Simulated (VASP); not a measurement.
A run of VASP 6.6.1 is set up as follows.

The input INCAR:

```
SYSTEM = BN
PREC = Accurate
ENCUT = 520
EDIFF = 1E-7
ISMEAR = 0
SIGMA = 0.02
LREAL = .False.
LASPH = .True.
NELM = 60
ALGO = Normal
ISIF = 2
LWAVE = .False.
LCHARG = .False.
GGA = PE
NBANDS = 11
```

Contents of KPOINTS:

```
regular mesh
0
Gamma
  12 12 12
  0 0 0
```

Contents of POSCAR:

```
BN
1.0
    0.0000000000      1.8123937807      1.8123937807
    1.8123937807      0.0000000000      1.8123937807
    1.8123937807      1.8123937807      0.0000000000
B N
1 1
Direct
    0.0000000000      0.0000000000      0.0000000000
    0.7500000000      0.7500000000      0.7500000000
```

Potentials or basis: VASP PAW PBE potentials, release 64 (B, N).

Launch:

```bash
$ cat potpaw_PBE.64/B/POTCAR potpaw_PBE.64/N/POTCAR > POTCAR
$ mpirun -np 1 vasp_std > vasp.out
```

**Question.** What does it give for the pressure?

**Answer.** 0.2 GPa.

**Question.** Predict the band gap on the k mesh.

**Answer.** 4.45 eV, indirect (least direct gap 8.78 eV).

A k mesh can miss the band edges. A hybrid or GW would open this gap; PBE tends to underestimate it.
